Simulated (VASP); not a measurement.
A run of VASP 6.6.1:

Contents of INCAR:

```
SYSTEM = HfOs
PREC = Accurate
ENCUT = 520
EDIFF = 1E-7
ISMEAR = 0
SIGMA = 0.15
LREAL = .FALSE.
LASPH = .TRUE.
NELM = 80
ALGO = Fast
ISIF = 2
LWAVE = .FALSE.
LCHARG = .FALSE.
GGA = PS
NBANDS = 16
```

KPOINTS

```
Automatic mesh
0
G
  14 14 14
  0 0 0
```

POSCAR

```
HfOs
1.0
    3.2390000000      0.0000000000      0.0000000000
    0.0000000000      3.2390000000      0.0000000000
    0.0000000000      0.0000000000      3.2390000000
Hf Os
1 1
Direct
    0.0000000000      0.0000000000      0.0000000000
    0.5000000000      0.3456313677      0.5000000000
```

Potentials or basis: VASP PAW PBE potentials, release 64 (Hf_pv, Os).

Command:

```bash
$ cat potpaw_PBE.64/Hf_pv/POTCAR potpaw_PBE.64/Os/POTCAR > POTCAR
$ mpirun -np 1 vasp_std > vasp.out
```

Hardware: 1 thread of Intel(R) Xeon(R) Platinum 8259CL CPU @ 2.50GHz (Skylake/Cascade Lake), with other jobs on the host.

**Question.** Estimate the wall time of this run.

**Answer.** Run time: 78 s on 1 thread of Intel(R) Xeon(R) Platinum 8259CL CPU @ 2.50GHz (Skylake/Cascade Lake), on a shared host, peak memory 0.27 GiB. Counts: scf iterations 17, k points 288.
